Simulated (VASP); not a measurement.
Set up this calculation in VASP 6.6.1, as the native input.

```yaml
Task: relaxation of cell and atoms
Functional: LDA
Potentials_or_basis: VASP PAW LDA potentials, release 64 (In_d)
Cutoff: 600 eV
k_mesh: 15 × 15 × 15
Occupations: fermi-dirac, width 0.1 eV
Spin: no spin polarisation
Target_pressure: 0.33 GPa
Dipole_correction: no
Further_INCAR_settings: ALGO = Normal; EDIFF = 1e-07; IBRION = 2; EDIFFG = -0.005; NSW = 32; ISIF = 3
```

The structure of In lies in POSCAR:

```
In
1.0
   -1.8335202670      1.8335202670      1.8335202670
    1.8335202670     -1.8335202670      1.8335202670
    1.8335202670      1.8335202670     -1.8335202670
In
1
Direct
    0.0000000000      0.0000000000      0.0000000000
```

This isn't the form of In at room conditions, which is tetragonal.

These files were run (other wordings do the same):

INCAR

```
PREC     = Accurate       # precision mode
ENCUT    = 600            # plane-wave cutoff, eV
EDIFF    = 1E-7           # SCF threshold, eV
ISMEAR   = -1             # smearing method
SIGMA    = 0.1            # smearing width, eV
LREAL    = F              # projectors in reciprocal space
LASPH    = T              # aspherical terms in the spheres
NELM     = 60             # most SCF steps
ALGO     = Normal         # electronic algorithm
ISIF     = 3              # what is computed and relaxed
LWAVE    = F              # write WAVECAR
LCHARG   = F              # write CHGCAR
GGA      = CA             # functional
IBRION   = 2              # ionic algorithm
NSW      = 32             # ionic steps
EDIFFG   = -0.005         # ionic threshold
PSTRESS  = 3.3000000000000003
```

KPOINTS

```
regular mesh
0
Gamma
  15 15 15
```

Potentials or basis: VASP PAW LDA potentials, release 64 (In_d).

Command:

```console
$ cat potpaw_LDA.64/In_d/POTCAR > POTCAR
$ mpirun -np 1 vasp_std > vasp.out
```

Results of the run:

- Relaxed volume: 24.71 Å³/atom
- Relaxed cell: a = 3.178 Å, b = 3.178 Å, c = 3.178 Å, α = 109.47°, β = 109.47°, γ = 109.47°
- Space group after relaxing (to 0.1 Å): Im-3m (No. 229)
- Energy change on relaxing (the run minimises the enthalpy): -0.1 meV/atom
- Ionic steps: 2
- Pressure after relaxing: 0.3 GPa
- Band gap on the k mesh: zero (an odd number of electrons rules out a gap without spin polarisation)

Caveat: the cell is relaxed towards a set pressure, so the run minimises the enthalpy, not the energy; spin-orbit coupling is left out, which moves the levels of the heavy elements.

Wall time 20 s on 1 thread of Intel(R) Xeon(R) 6975P-C (Granite Rapids), with other jobs on the host, peak memory 0.17 GiB.
